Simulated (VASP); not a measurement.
# NaI (Pm-3m) in VASP: dielectric tensor with r2SCAN

Aim: the dielectric tensor of NaI with r2SCAN.

Program: VASP 6.6.1. These are calculated values, not measurements. Logs are shortened: lines on timing, memory, paths and dates and some standing lists are left out, and cuts for length are marked.

## 1. The cell of the first run

Symmetry: Pm-3m, No. 221, cubic system. Conventional cell: a = 4.041 Å, b = 4.041 Å, c = 4.041 Å, α = 90.00°, β = 90.00°, γ = 90.00°. Within 4.6 Å of Na (site symmetry m-3m) lie 8 I at 3.50 Å and 6 Na at 4.04 Å. Within 4.6 Å of I (site symmetry m-3m) lie 8 Na at 3.50 Å and 6 I at 4.04 Å.

## 2. Dielectric tensor, r2SCAN

The input, INCAR:

```
PREC = Accurate
ENCUT = 520
EDIFF = 1E-8
ISMEAR = 0
SIGMA = 0.01
LREAL = False
LASPH = True
NELM = 80
ALGO = Normal
ISIF = 2
LWAVE = False
LCHARG = False
METAGGA = R2SCAN
LMIXTAU = True
LCALCEPS = True
```

The input, KPOINTS:

```
Automatic mesh
0
Gamma
  6 6 6
```

The input, POSCAR:

```
NaI
1.0
    4.0405366006      0.0000000000      0.0000000000
    0.0000000000      4.0405366006      0.0000000000
    0.0000000000      0.0000000000      4.0405366006
Na I
1 1
Direct
    0.0000000000      0.0000000000      0.0000000000
    0.5000000000      0.5000000000      0.5000000000
```

Potentials or basis: VASP PAW PBE potentials, release 64 (Na_pv, I).

The run is started by

```bash
$ cat potpaw_PBE.64/Na_pv/POTCAR potpaw_PBE.64/I/POTCAR > POTCAR
$ mpirun -np 1 vasp_std > vasp.out
```

OUTCAR:

```text
PREC = Accurate
   ENCUT = 520
   EDIFF = 1E-8
   ISMEAR = 0
   LREAL = False
   LASPH = True
   NELM = 80
   ISIF = 2
   METAGGA = R2SCAN

 ion  position               nearest neighbor table
   1  0.000  0.000  0.000-
   2  0.500  0.500  0.500-

  LATTYP: Found a simple cubic cell.
 ALAT       =     4.0405366006

  Lattice vectors:

 A1 = (   4.0405366006,   0.0000000000,   0.0000000000)
 A2 = (   0.0000000000,   4.0405366006,   0.0000000000)
 A3 = (   0.0000000000,   0.0000000000,   4.0405366006)

Analysis of symmetry for initial positions (statically):
=====================================================================
 Subroutine PRICEL returns:
 Original cell was already a primitive cell.

 Routine SETGRP: Setting up the symmetry group for a
 simple cubic supercell.

 Subroutine GETGRP returns: Found 48 space group operations
 (whereof 48 operations were pure point group operations)
 out of a pool of 48 trial point group operations.

The static configuration has the point symmetry O_h .

Analysis of symmetry for dynamics (positions and initial velocities):
=====================================================================
 Subroutine PRICEL returns:
 Original cell was already a primitive cell.

 Routine SETGRP: Setting up the symmetry group for a
 simple cubic supercell.

 Subroutine GETGRP returns: Found 48 space group operations
 (whereof 48 operations were pure point group operations)
 out of a pool of 48 trial point group operations.

The dynamic configuration has the point symmetry O_h .

 Subroutine INISYM returns: Found 48 space group operations
 (whereof 48 operations are pure point group operations),
 and found     1 'primitive' translations

----------------------------------------------------------------------------------------

                                     Primitive cell

  volume of cell :      65.9655

  direct lattice vectors                    reciprocal lattice vectors
     4.040536601  0.000000000  0.000000000     0.247491880  0.000000000  0.000000000
     0.000000000  4.040536601  0.000000000     0.000000000  0.247491880  0.000000000
     0.000000000  0.000000000  4.040536601     0.000000000  0.000000000  0.247491880

  length of vectors
[... 130 lines left out ...]
 E-fermi :   1.7500     XC(G=0):  -8.2181

 val. band max:        1.6701533931   @ k =   0.5000   0.5000   0.0000
 cond. band min:   10000.0000000000   @ k =   0.0000   0.0000   0.0000
 fundamental gap:   9998.3298466069
 Fermi energy:         1.7500096265

 k-point     1 :       0.0000    0.0000    0.0000
  band No.  band energies     occupation
      1     -22.8935      2.00000
      2     -22.8935      2.00000
      3     -22.8935      2.00000
      4     -10.5097      2.00000
      5       0.9994      2.00000
      6       0.9994      2.00000
      7       0.9994      2.00000
      8   10000.0000      0.00000
      9   10000.0000      0.00000
     10   10000.0000      0.00000
     11   10000.0000      0.00000
[... 309 lines left out ...]
 k-point    24 :       0.0000    0.1667    0.1667
  band No.  band energies     occupation
      1     -22.8953      2.00000
      2     -22.8951      2.00000
      3     -22.8932      2.00000
      4     -10.3491      2.00000
      5       0.0949      2.00000
      6       0.3459      2.00000
      7       1.1552      2.00000
      8   10000.0000      0.00000
      9   10000.0000      0.00000
     10   10000.0000      0.00000
     11   10000.0000      0.00000

 [... further k-points ...]

------------------------ aborting loop because EDIFF is reached ----------------------------------------

            Ionic dipole moment: p[ion]=(   -14.14188   -14.14188   -14.14188 ) |e| Angst

 Total electronic dipole moment: p[elc]=(    -0.00000     0.00000     0.00868 ) |e| Angst

 MACROSCOPIC STATIC DIELECTRIC TENSOR (including local field effects)
 ------------------------------------------------------
           3.380087    -0.000000     0.000000
          -0.000000     3.380087    -0.000000
           0.000000     0.000000     3.380087
 ------------------------------------------------------

 PIEZOELECTRIC TENSOR (including local field effects) (e Angst)
          XX          YY          ZZ          XY          YZ          ZX
  --------------------------------------------------------------------------------
  x     0.00000     0.00000     0.00000     0.00000     0.00000     0.00000
  y     0.00000     0.00000     0.00000     0.00000     0.00000     0.00000
  z     0.00000     0.00000     0.00000     0.00000     0.00000     0.00000

 PIEZOELECTRIC TENSOR (including local field effects) (C/m^2)
          XX          YY          ZZ          XY          YZ          ZX
  --------------------------------------------------------------------------------
  x     0.00000     0.00000     0.00000     0.00000     0.00000     0.00000
  y     0.00000     0.00000     0.00000     0.00000     0.00000     0.00000
  z     0.00000     0.00000     0.00000     0.00000     0.00000     0.00000

 BORN EFFECTIVE CHARGES (including local field effects) (in |e|, cummulative output)
 ---------------------------------------------------------------------------------
 ion    1
    1     1.28147     0.00000    -0.00000
    2     0.00000     1.28147    -0.00000
    3     0.00000     0.00000     1.28147
 ion    2
    1    -1.28147    -0.00000     0.00000
    2    -0.00000    -1.28147     0.00000
    3     0.00000    -0.00000    -1.28147

  FORCE on cell =-STRESS in cart. coord.  units (eV):
  Direction    XX          YY          ZZ          XY          YZ          ZX
  --------------------------------------------------------------------------------------
  -------------------------------------------------------------------------------------
  Total       -0.0024161     -0.0024161     -0.0024161     -0.0000000     -0.0000000      0.0000000
  in kB       -0.0586826     -0.0586826     -0.0586826     -0.0000000     -0.0000000      0.0000000
  external PRESSURE =      -0.0586826 kB  Pullay stress =       0.0000000 kB

 VOLUME and BASIS-vectors are now :
 -----------------------------------------------------------------------------
  energy-cutoff  :      520.00
  volume of cell :       65.97
      direct lattice vectors                 reciprocal lattice vectors
     4.040536601  0.000000000  0.000000000     0.247491880  0.000000000  0.000000000
     0.000000000  4.040536601  0.000000000     0.000000000  0.247491880  0.000000000
     0.000000000  0.000000000  4.040536601     0.000000000  0.000000000  0.247491880

 POSITION                                       TOTAL-FORCE (eV/Angst)
 -----------------------------------------------------------------------------------
      0.00000      0.00000      0.00000         0.000000      0.000000      0.000000
      2.02027      2.02027      2.02027         0.000000      0.000000      0.000000
 -----------------------------------------------------------------------------------
    total drift:                                0.000000     -0.000000     -0.000000

  FREE ENERGIE OF THE ION-ELECTRON SYSTEM (eV)
  ---------------------------------------------------
  free  energy   TOTEN  =       -30.7301364385 eV

  energy  without entropy=      -30.7301364385  energy(sigma->0) =      -30.73013644
```

OSZICAR:

```text
N       E                     dE             d eps       ncg     rms          rms(c)
DAV:   1     0.521807024416E+02    0.52181E+02   -0.71222E+03   440   0.118E+03
DAV:   2    -0.253064702976E+02   -0.77487E+02   -0.72603E+02   468   0.234E+02
[... 12 lines left out ...]
DMP:   7    -0.307301359712E+02   -0.35580E-06   -0.42180E-06   440   0.112E-05  -0.124E-06
DMP:   8    -0.307301361846E+02   -0.21342E-06   -0.25234E-06   440   0.626E-06   0.872E-08
DMP:   9    -0.307301363211E+02   -0.13649E-06   -0.13332E-06   440   0.303E-06   0.588E-07
DMP:  10    -0.307301363890E+02   -0.67936E-07   -0.59156E-07   440   0.142E-06   0.117E-07
DMP:  11    -0.307301364165E+02   -0.27478E-07   -0.30162E-07   440   0.808E-07  -0.104E-07
DMP:  12    -0.307301364311E+02   -0.14599E-07   -0.15943E-07   440   0.410E-07  -0.228E-08
DMP:  13    -0.307301364385E+02   -0.73821E-08   -0.82922E-08   440   0.216E-07  -0.160E-08
   1 F= -.30730136E+02 E0= -.30730136E+02  d E =-.153416E-31
```

stdout:

```text
POSCAR found type information on POSCAR NaI
 POSCAR found :  2 types and       2 ions
 scaLAPACK will be used
 -----------------------------------------------------------------------------
|                                                                             |
[... 98 lines left out ...]
dp_tot=( -0.380E-09  0.766E-08  0.868E-02 )  diag[e(oo)]=(    ---      ---    3.38203 )
 p_tot=( -0.141E+02 -0.141E+02 -0.141E+02 )
dp_tot=( -0.392E-09  0.763E-08  0.868E-02 )  diag[e(oo)]=(    ---      ---    3.38092 )
 p_tot=( -0.141E+02 -0.141E+02 -0.141E+02 )
dp_tot=( -0.379E-09  0.755E-08  0.868E-02 )  diag[e(oo)]=(    ---      ---    3.37989 )
 final diagonalization full
 p_tot=( -0.141E+02 -0.141E+02 -0.141E+02 )
dp_tot=( -0.363E-09  0.749E-08  0.868E-02 )  diag[e(oo)]=(    ---      ---    3.38009 )
```

It took 35 min on 1 thread of Intel Xeon 8259CL, shared host; peak memory 0.3 GiB.

What came out:

```
Band gap on the k mesh                  : 3.07 eV (least direct gap 3.36 eV)
Electronic dielectric tensor (diagonal) : 3.38
Born charges (mean of the diagonal)     : Na +1.28; I -1.28 e
```

Electronic dielectric tensor:
```
3.38 0.00 0.00
0.00 3.38 0.00
0.00 0.00 3.38
```

Born effective charge tensors (e):
atom 1, Na
```
1.28 0.00 0.00
0.00 1.28 0.00
0.00 0.00 1.28
```
atom 2, I
```
-1.28  0.00  0.00
 0.00 -1.28  0.00
 0.00  0.00 -1.28
```

Dipole moments of the cell (e·Å, modulo the quantum): ionic -14.142, -14.142, -14.142; electronic 0.000, 0.000, 0.009

Caveat: the PAW data sets were made with another functional, which shifts forces and pressure a little; spin-orbit coupling is left out, which moves the levels of the heavy elements. A k mesh can miss the band edges.
